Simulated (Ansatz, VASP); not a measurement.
# BaTiO3 in VASP and in Ansatz

File INCAR:

```
SYSTEM = BaTiO3
PREC = Accurate ; ENCUT = 520
EDIFF = 1E-7 ; ISMEAR = 0
SIGMA = 0.01 ; LREAL = .FALSE.
LASPH = .TRUE. ; NELM = 80
ALGO = Normal ; ISIF = 2
LWAVE = .FALSE. ; LCHARG = .FALSE.
GGA = PS ; NBANDS = 28
```

Contents of KPOINTS:

```
regular mesh
0
G
  6 6 6
  0 0 0
```

Contents of POSCAR:

```
BaTiO3
1.0
    3.9998000000      0.0000000000      0.0000000000
    0.0000000000      3.9998000000      0.0000000000
    0.0000000000      0.0000000000      4.0180000000
Ba Ti O
1 1 3
Direct
    0.0000000000      0.0000000000      0.0000000000
    0.5000000000      0.5000000000      0.4900000000
    0.5000000000      0.5000000000      0.0190000000
    0.5000000000      0.0000000000      0.5170000000
    0.0000000000      0.5000000000      0.5170000000
```

Input for Ansatz:

```yaml
crystal:
  lattice:
    - [3.9998, 0.0, 0.0]
    - [0.0, 3.9998, 0.0]
    - [0.0, 0.0, 4.018]
  atoms:
    - { symbol: Ba, position: [0.0, 0.0, 0.0] }
    - { symbol: Ti, position: [0.5, 0.5, 0.49000000000000005] }
    - { symbol: O, position: [0.5, 0.5, 0.019] }
    - { symbol: O, position: [0.5, 0.0, 0.517] }
    - { symbol: O, position: [0.0, 0.5, 0.517] }
kpoints:
  mp_grid:
    grid: [6, 6, 6]
hamiltonian:
  xc: pbesol
scf:
  occupations:
    method: fixed
output:
  eigenvalues: true
```

Alike in both runs: task single point; functional PBEsol; k mesh 6 × 6 × 6; no spin polarisation.

|  | VASP | Ansatz |
| --- | --- | --- |
| version | VASP 6.6.1 | Ansatz 0.2.0 |
| potentials or method | VASP PAW PBE potentials, release 64 (Ba_sv, Ti_sv, O) | plane waves, PAW |
| plane-wave cutoff (eV) | 520 | 420 |
| occupations | gaussian, width 0.01 eV | fixed |
| valence electrons in the cell | 40 | 40 |

```tsv
	VASP	Ansatz	Ansatz less VASP
gap on the k mesh at the Fermi level (eV)	1.72	1.79	+0.067
```

VASP's potentials were made for PBE, not for PBEsol.

Neither program's run includes spin-orbit coupling.
